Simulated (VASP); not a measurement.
**H3C8: single point with LDA**

System: H3C8, a slab with vacuum.

```
H C
1.0
     5.04874    0.00000    0.00000
     2.52437    4.37234    0.00000
     0.00000    0.00000   15.77643
H C
6 16
Direct
  0.16667 0.16667 0.06339
  0.66667 0.16667 0.06339
  0.16667 0.66667 0.06339
  0.66667 0.66667 0.06339
  0.00550 0.48900 0.36547
  0.50550 0.48900 0.36547
  0.16667 0.16667 0.13311
  0.66667 0.16667 0.13311
  0.16667 0.66667 0.13311
  0.66667 0.66667 0.13311
  0.83333 0.33333 0.16577
  0.33333 0.33333 0.16577
  0.83333 0.83333 0.16577
  0.33333 0.83333 0.16577
  0.83691 0.32617 0.26408
  0.33691 0.32617 0.26408
  0.83509 0.82982 0.26757
  0.33509 0.82982 0.26757
  0.00345 0.99310 0.28531
  0.50345 0.99310 0.28531
  0.00423 0.49154 0.29546
  0.50423 0.49154 0.29546
```

```json
{"Program": "VASP 6.6.1", "Task": "single point", "Functional": "LDA", "Potentials or basis": "VASP PAW LDA potentials, release 64 (H, C)", "Cutoff": "520 eV", "k mesh": "3 × 3 × 1", "Occupations": "fermi-dirac, width 0.02 eV", "Spin": "no spin polarisation"}
```

```json
{
 "Largest force": "1.825 eV/Å",
 "Band gap on the k mesh": "zero (bands 35 and 36 overlap by 0.05 eV)"
}
```

Forces in eV/Å, atoms in the order of the input:
```
H    0.000 -0.026 -0.294
H    0.000 -0.026 -0.294
H    0.000  0.026 -0.353
H    0.000  0.026 -0.353
H    0.000 -0.011  0.052
H    0.000 -0.011  0.052
C    0.000  0.004  1.825
C    0.000  0.004  1.825
C    0.000 -0.029  1.763
C    0.000 -0.029  1.763
C    0.000  0.129 -1.309
C    0.000  0.129 -1.309
C    0.000 -0.101 -1.751
C    0.000 -0.101 -1.751
C    0.000  0.019  0.008
C    0.000  0.019  0.008
C    0.000 -0.027  0.008
C    0.000 -0.027  0.008
C    0.000  0.004  0.038
C    0.000  0.004  0.038
C    0.000  0.011  0.012
C    0.000  0.011  0.012
```

Levels at points of the mesh, in eV from the Fermi level:
```csv
k point,band 31,band 32,band 33,band 34,band 35,band 36,band 37,band 38,band 39,band 40
"(0.00, 0.00, 0.00)",-3.02,-2.92,-1.57,-1.57,-0.38,-0.05,1.95,2.90,4.22,4.64
```

Wall time 3 min on 1 thread of Intel(R) Xeon(R) Platinum 8375C CPU @ 2.90GHz (Ice Lake) (shared host), peak memory 0.35 GiB.

Caveat: the k points lie up to 0.48 Å⁻¹ apart; there is no dipole correction, which matters where the two faces differ.
